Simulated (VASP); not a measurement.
# Rh (Fm-3m) in VASP: notebook, part 2 of 2

VASP 6.6.1. Earlier steps stand in the parts before.

**3. Single point, RPBE, collinear spin, ferromagnetic start (15.46 Å³/atom)**

This run uses another cell than the first one, of 15.46 Å³/atom.

INCAR reads:

```
SYSTEM = Rh
  PREC = Accurate
  ENCUT = 520
  EDIFF = 1E-6
  ISMEAR = -1
  SIGMA = 0.05
  LREAL = .False.
  LASPH = .True.
  NELM = 150
  ALGO = Normal
  ISIF = 2
  LWAVE = .False.
  LCHARG = .False.
  ISPIN = 2
  MAGMOM = 1
  LORBIT = 11
  LMAXMIX = 4
  GGA = RP
  NBANDS = 18
```

KPOINTS reads:

```
regular mesh
0
Gamma
  23 23 23
  0 0 0
```

POSCAR reads:

```
Rh
1.0
    0.0000000000      1.9770928245      1.9770928245
    1.9770928245      0.0000000000      1.9770928245
    1.9770928245      1.9770928245      0.0000000000
Rh
1
Direct
    0.0000000000      0.0000000000      0.0000000000
```

Potentials or basis: VASP PAW PBE potentials, release 64 (Rh_pv).

Started as:

```console
$ cat potpaw_PBE.64/Rh_pv/POTCAR > POTCAR
$ mpirun -np 1 vasp_std > vasp.out
```

OUTCAR:

```text
SYSTEM = Rh
   PREC = Accurate
   ENCUT = 520
   EDIFF = 1E-6
   ISMEAR = -1
   LREAL = .False.
   LASPH = .True.
   NELM = 150
   ISIF = 2
   ISPIN = 2
   LORBIT = 11
   GGA = RP

 ion  position               nearest neighbor table
   1  0.000  0.000  0.000-

  LATTYP: Found a face centered cubic cell.
 ALAT       =     3.9541856490

  Lattice vectors:

 A1 = (   0.0000000000,   1.9770928245,   1.9770928245)
 A2 = (   1.9770928245,   0.0000000000,   1.9770928245)
[... 1218 lines left out ...]
  -------------------------------------------------------------------------------------
  Total       -1.4302897     -1.4302897     -1.4302897      0.0000000      0.0000000      0.0000000
  in kB     -148.2598004   -148.2598004   -148.2598004      0.0000000      0.0000000      0.0000000
  external PRESSURE =    -148.2598004 kB  Pullay stress =       0.0000000 kB

 VOLUME and BASIS-vectors are now :
 -----------------------------------------------------------------------------
  energy-cutoff  :      520.00
  volume of cell :       15.46
      direct lattice vectors                 reciprocal lattice vectors
     0.000000000  1.977092824  1.977092824    -0.252896573  0.252896573  0.252896573
     1.977092824  0.000000000  1.977092824     0.252896573 -0.252896573  0.252896573
     1.977092824  1.977092824  0.000000000     0.252896573  0.252896573 -0.252896573

 POSITION                                       TOTAL-FORCE (eV/Angst)
 -----------------------------------------------------------------------------------
      0.00000      0.00000      0.00000         0.000000      0.000000      0.000000
 -----------------------------------------------------------------------------------
    total drift:                               -0.000000      0.000000     -0.000000

  FREE ENERGIE OF THE ION-ELECTRON SYSTEM (eV)
  ---------------------------------------------------
  free  energy   TOTEN  =        -6.5654002335 eV

  energy  without entropy=       -6.5523314713  energy(sigma->0) =       -6.55886585

 total charge

# of ion       s       p       d       tot
------------------------------------------
    1        0.369   6.230   7.010  13.609

 magnetization (x)

# of ion       s       p       d       tot
------------------------------------------
    1       -0.000  -0.000   0.000   0.000
```

Run time: 1.9 min. Hardware: 1 thread of AMD EPYC 9R45 (Zen 5), shared host; peak memory 0.23 GiB.

Results:

```
Free energy                                           : -6.5654 eV
Pressure                                              : -14.8 GPa
Net moment                                            : 0.00 μB per cell
Valence electrons inside the program's atomic spheres : Rh 13.61
```

Caveat: the cell stands under tension; the PAW data sets were made with another functional, which shifts forces and pressure a little.

**4. Single point, RPBE, collinear spin, ferromagnetic start (16.03 Å³/atom)**

This run uses another cell than the first one, of 16.03 Å³/atom.

INCAR reads:

```
SYSTEM = Rh
PREC = Accurate
ENCUT = 520
EDIFF = 1E-6
ISMEAR = -1
SIGMA = 0.05
LREAL = .False.
LASPH = .True.
NELM = 150
ALGO = Normal
ISIF = 2
LWAVE = .False.
LCHARG = .False.
ISPIN = 2
MAGMOM = 1
LORBIT = 11
LMAXMIX = 4
GGA = RP
NBANDS = 18
```

KPOINTS reads:

```
Automatic mesh
0
Gamma
  23 23 23
  0 0 0
```

POSCAR reads:

```
Rh
1.0
    0.0000000000      2.0012060891      2.0012060891
    2.0012060891      0.0000000000      2.0012060891
    2.0012060891      2.0012060891      0.0000000000
Rh
1
Direct
    0.0000000000      0.0000000000      0.0000000000
```

Started as:

```console
$ cat potpaw_PBE.64/Rh_pv/POTCAR > POTCAR
$ mpirun -np 1 vasp_std > vasp.out
```

Run time: 92 s. Hardware: 1 thread of AMD EPYC 9R45 (Zen 5), shared host; peak memory 0.23 GiB.

The run converged. Its results:

- Free energy: -6.5035 eV
- Pressure: -19.8 GPa
- Net moment: 0.00 μB per cell
- Valence electrons inside the program's atomic spheres: Rh 13.56

Levels at points of the mesh, in eV from the Fermi level:
Spin up:
```csv
k point,band 5,band 6,band 7,band 8,band 9,band 10
"(0.00, 0.00, 0.00)",-2.41,-2.41,-2.41,-0.79,-0.79,16.00
```
Spin down:
| k point | band 4 | band 5 | band 6 | band 7 | band 8 | band 9 | band 10 | band 11 |
| --- | --- | --- | --- | --- | --- | --- | --- | --- |
| (0.00, 0.00, 0.00) | -6.82 | -2.41 | -2.41 | -2.41 | -0.79 | -0.79 | 16.00 | 20.64 |

Caveat: the cell stands under tension; the PAW data sets were made with another functional, which shifts forces and pressure a little.

**5. Single point, RPBE, non-collinear spin, typed start, spin-orbit coupling**

This run uses another cell than the first one, of 14.31 Å³/atom.

INCAR reads:

```
PREC = Accurate
ENCUT = 520
EDIFF = 1E-6
ISMEAR = -1
SIGMA = 0.05
LREAL = F
LASPH = T
NELM = 150
ALGO = Normal
ISIF = 2
LWAVE = F
LCHARG = T
LNONCOLLINEAR = T
MAGMOM = 0 0 1
LORBIT = 11
LSORBIT = T
GGA_COMPAT = F
LORBMOM = T
LMAXMIX = 4
GGA = RP
LVHAR = T
NBANDS = 26
```

KPOINTS reads:

```
regular mesh
0
Gamma
  14 14 14
```

POSCAR reads:

```
Rh
1.0
    0.0000000000      1.9270181630      1.9270181630
    1.9270181630      0.0000000000      1.9270181630
    1.9270181630      1.9270181630      0.0000000000
Rh
1
Direct
    0.0000000000      0.0000000000      0.0000000000
```

Started as:

```console
$ cat potpaw_PBE.64/Rh_pv/POTCAR > POTCAR
$ mpirun -np 1 vasp_ncl > vasp.out
```

Run time: 1.8 min. Hardware: 1 thread of AMD EPYC 9R45 (Zen 5), shared host; peak memory 0.27 GiB.

Results (log left out):

| Property | Result |
| --- | --- |
| Free energy | -6.7785 eV |
| Pressure | 0.4 GPa |
| Net moment | 0.00 μB per cell |
| Valence electrons inside the program's atomic spheres | Rh 13.73 |

Moments on the atoms (μB; x, y, z):
```
Rh  0.00 0.00 0.00
```

Caveat: the PAW data sets were made with another functional, which shifts forces and pressure a little.

**6. Summary**

```tsv
spin	cell	k mesh	gap on the mesh (eV)	pressure (GPa)	moment (μB)
collinear, ferromagnetic start	a = 2.761 Å, angles 60.0°, 1 atom	23 × 23 × 23	none	-8.3	0.00
collinear, ferromagnetic start	a = 2.796 Å, angles 60.0°, 1 atom	23 × 23 × 23	none	-14.8	0.00
collinear, ferromagnetic start	a = 2.830 Å, angles 60.0°, 1 atom	23 × 23 × 23	none	-19.8	0.00
non-collinear, typed start, SOC	a = 2.725 Å, angles 60.0°, 1 atom	14 × 14 × 14	-	0.4	0.00
```

Alike in all rows: task single point; level RPBE; potentials or basis VASP PAW PBE potentials, release 64 (Rh_pv); cutoff (eV) 520; smearing fermi-dirac 0.05 eV.

Caveats: the PAW data sets were made with another functional, which shifts forces and pressure a little; the cell stands under tension (at least some runs).

Total energies depend on the potentials used, so only differences within one code and one set of settings carry meaning.
